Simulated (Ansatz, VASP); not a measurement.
## One calculation of AgCl, two programs

```xyz
2
Lattice="0.0000 2.6864 2.9551 2.6864 0.0000 2.9551 2.6864 2.6864 0.0000" Properties=species:S:1:pos:R:3 pbc="T T T"
Ag    2.6864    2.6864    2.9551
Cl    0.0000    0.0000    0.0000
```

Alike in both runs: task single point; functional PBE; k mesh 10 × 10 × 10; occupations gaussian, width 0.05 eV; no spin polarisation.

|  | VASP | Ansatz |
| --- | --- | --- |
| version | VASP 6.6.1 | Ansatz 0.2.0 |
| potentials or method | VASP PAW PBE potentials, release 64 (Ag, Cl), cutoff 520 eV | scalar-relativistic, plane waves, PAW |
| valence electrons in the cell | 18 | 26 |

Ansatz gave:

* gap on the k mesh at the Fermi level (eV): 0.65
* least direct gap on the mesh (eV): 3.16
* pressure (GPa): 2.4
* traceless stress, the component that is largest in VASP (GPa): -1.80

**Question.** Which values does VASP return?

**Answer.** gap on the k mesh at the Fermi level (eV): 0.65; least direct gap on the mesh (eV): 3.16; pressure (GPa): 2.3; traceless stress, the component that is largest in VASP (GPa): -1.75.

VASP's potentials hold 18 valence electrons a cell and Ansatz's 26, so a difference there can come from the potentials and not from the codes.
